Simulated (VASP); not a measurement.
Write the native input for VASP 6.6.1 that does the following.

| Property | Result |
| --- | --- |
| Task | single point |
| Functional | PBE |
| Potentials or basis | VASP PAW PBE potentials, release 64 (Hf_pv, Si, N) |
| Cutoff | 520 eV |
| k mesh | 6 × 4 × 4 |
| Occupations | gaussian, width 0.1 eV |
| Spin | no spin polarisation |
| Dipole correction | no |
| Further INCAR settings | ALGO = Normal; EDIFF = 1e-06; NBANDS = 30 |

The structure of Hf3Si2N lies in POSCAR:

```
Hf3Si2N
1.0
    2.9468373424      0.0000000000      0.0000000000
    0.0000000000      7.9090750469      0.0000000000
    0.0000000000      0.0000000000      6.3378687554
Hf Si N
3 2 1
Direct
    0.0000000000      0.3142812947      0.5000000000
    0.0000000000      0.6857187053      0.5000000000
    0.5000000000      0.0000000000      0.5000000000
    0.0000000000      0.0000000000      0.1741039305
    0.0000000000      0.0000000000      0.8258960695
    0.5000000000      0.5000000000      0.0000000000
```

The cell was generated, and may not be a known phase.

One way to write it, as run:

INCAR

```
SYSTEM = Hf3Si2N
PREC = Accurate
ENCUT = 520
EDIFF = 1E-6
ISMEAR = 0
SIGMA = 0.1
LREAL = .False.
LASPH = .True.
NELM = 100
ALGO = Normal
ISIF = 2
LWAVE = .False.
LCHARG = .False.
GGA = PE
NBANDS = 30
```

KPOINTS

```
regular mesh
0
Gamma
  6 4 4
  0 0 0
```

Potentials or basis: VASP PAW PBE potentials, release 64 (Hf_pv, Si, N).

The run is started by

```bash
$ cat potpaw_PBE.64/Hf_pv/POTCAR potpaw_PBE.64/Si/POTCAR potpaw_PBE.64/N/POTCAR > POTCAR
$ mpirun -np 1 vasp_std > vasp.out
```

It gave:

```yaml
Pressure: 0.0 GPa
Largest_force: 0.060 eV/Å
Band_gap_on_the_k_mesh: zero (an odd number of electrons rules out a gap without spin polarisation)
```

Caveat: spin-orbit coupling is left out, which moves the levels of the heavy elements; an odd number of electrons without spin polarisation forces a metal; a magnetic or distorted state may lie lower.

Run time: 3.6 min on 1 thread of Intel(R) Xeon(R) Platinum 8259CL CPU @ 2.50GHz (Skylake/Cascade Lake) (shared host), peak memory 0.33 GiB.
